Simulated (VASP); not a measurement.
Here is a VASP 6.6.1 calculation.

INCAR

```
PREC     = Accurate       # precision mode
ENCUT    = 520            # plane-wave cutoff, eV
EDIFF    = 1E-6           # SCF threshold, eV
ISMEAR   = -1             # smearing method
SIGMA    = 0.05           # smearing width, eV
LREAL    = F              # projectors in reciprocal space
LASPH    = T              # aspherical terms in the spheres
NELM     = 80             # most SCF steps
ALGO     = Normal         # electronic algorithm
ISIF     = 2              # what is computed and relaxed
LWAVE    = F              # write WAVECAR
LCHARG   = T              # write CHGCAR
GGA      = PE             # functional
LELF     = T              # ELF
LVHAR    = T            
NBANDS   = 64             # bands
```

KPOINTS

```
regular mesh
0
Gamma
  6 10 5
```

Contents of POSCAR:

```
PbO2
1.0
    5.3430000000      0.0000000000      0.0000000000
    0.0000000000      3.2950000000      0.0000000000
    0.0000000000      0.0000000000      6.2900000000
Pb O
4 8
Direct
    0.2560806978      0.2500000000      0.8910841497
    0.7439193022      0.7500000000      0.1089158503
    0.7560806978      0.2500000000      0.6089158503
    0.2439193022      0.7500000000      0.3910841497
    0.3556821709      0.2500000000      0.5754162028
    0.6443178291      0.7500000000      0.4245837972
    0.8556821709      0.2500000000      0.9245837972
    0.1443178291      0.7500000000      0.0754162028
    0.0227249573      0.7500000000      0.6752716849
    0.9772750427      0.2500000000      0.3247283151
    0.5227249573      0.7500000000      0.8247283151
    0.4772750427      0.2500000000      0.1752716849
```

Potentials or basis: VASP PAW PBE potentials, release 64 (Pb_d, O).

Command:

```sh
$ cat potpaw_PBE.64/Pb_d/POTCAR potpaw_PBE.64/O/POTCAR > POTCAR
$ mpirun -np 1 vasp_std > vasp.out
```

Task: Predict the band gap on the k mesh.

Result: Zero (bands 52 and 53 overlap by 0.22 eV).

Task: Predict the pressure.

Result: 75.9 GPa.

Forces in eV/Å, atoms in the order of the input:
```
Pb  -0.001  0.000 -0.008
Pb   0.001  0.000  0.008
Pb  -0.001  0.000  0.008
Pb   0.001  0.000 -0.008
O    0.011  0.000 -0.002
O   -0.011  0.000  0.002
O    0.011  0.000  0.002
O   -0.011  0.000 -0.002
O    0.002  0.000  0.015
O   -0.002  0.000 -0.015
O    0.002  0.000 -0.015
O   -0.002  0.000  0.015
```

Caveat: the cell stands under pressure; semilocal functionals underestimate gaps, so a narrow gap can read as zero; spin-orbit coupling is left out, which moves the levels of the heavy elements.
